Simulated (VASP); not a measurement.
# SnSe: single point with PBE exchange alone

The system is SnSe.

```
Sn Se
1.0
    11.34335    0.00000    0.00000
     0.00000    4.16188    0.00000
     0.00000    0.00000    4.43007
Sn Se
4 4
Cartesian
  9.9481 3.1214 4.0269
  7.0669 1.0405 1.8119
  4.2764 3.1214 2.6182
  1.3952 1.0405 0.4031
  7.2938 3.1214 4.3592
  9.7213 1.0405 2.1442
  1.6221 3.1214 2.2859
  4.0496 1.0405 0.0709
```

| Quantity | Value |
| --- | --- |
| Program | VASP 6.6.1 |
| Task | single point |
| Functional | PBE exchange alone |
| Potentials or basis | VASP PAW PBE potentials, release 64 (Sn_d, Se) |
| Cutoff | 520 eV |
| k mesh | 3 × 6 × 6 |
| Occupations | fermi-dirac, width 0.05 eV |
| Spin | no spin polarisation |
| Dipole correction | no |
| Further INCAR settings | ALGO = Normal; EDIFF = 1e-06; NBANDS = 50 |

```yaml
Pressure: 13.9 GPa
Largest_force: 0.733 eV/Å
Band_gap_on_the_k_mesh: 0.66 eV (least direct gap 0.83 eV)
```

Forces in eV/Å, atoms in the order of the input:
```
Sn   0.712  0.000  0.171
Sn  -0.712  0.000  0.171
Sn   0.712  0.000 -0.171
Sn  -0.712  0.000 -0.171
Se  -0.567  0.000 -0.147
Se   0.567  0.000 -0.147
Se  -0.567  0.000  0.147
Se   0.567  0.000  0.147
```

Stress tensor (GPa, compression positive):
```
16.27  0.00  0.00
 0.00 12.94  0.00
 0.00  0.00 12.58
```

Levels at points of the mesh, in eV from the valence-band top:
| k point | band 36 | band 37 | band 38 | band 39 | band 40 | band 41 | band 42 | band 43 | band 44 | band 45 |
| --- | --- | --- | --- | --- | --- | --- | --- | --- | --- | --- |
| (0.00, 0.00, 0.00) | -1.87 | -1.59 | -1.21 | -0.79 | -0.57 | 0.85 | 3.05 | 3.22 | 3.25 | 3.40 |
| (0.00, 0.50, 0.00) | -1.72 | -1.01 | -1.01 | -0.76 | -0.76 | 1.01 | 1.01 | 1.50 | 1.50 | 1.69 |
| (0.00, 0.00, 0.50) | -1.51 | -0.74 | -0.74 | -0.29 | -0.29 | 1.33 | 1.33 | 1.60 | 1.60 | 1.75 |
| (0.00, 0.50, 0.50) | -3.22 | -2.28 | -2.28 | -1.53 | -1.53 | 2.94 | 2.94 | 3.20 | 3.20 | 5.02 |

Wall time 8.1 min on 1 thread of Intel Xeon 8259CL, on a shared host, peak memory 0.44 GiB.

Caveat: the cell stands under pressure; semilocal functionals underestimate gaps, and a narrow one can read as zero; spin-orbit coupling is left out, which moves the levels of the heavy elements. A k mesh can miss the band edges.
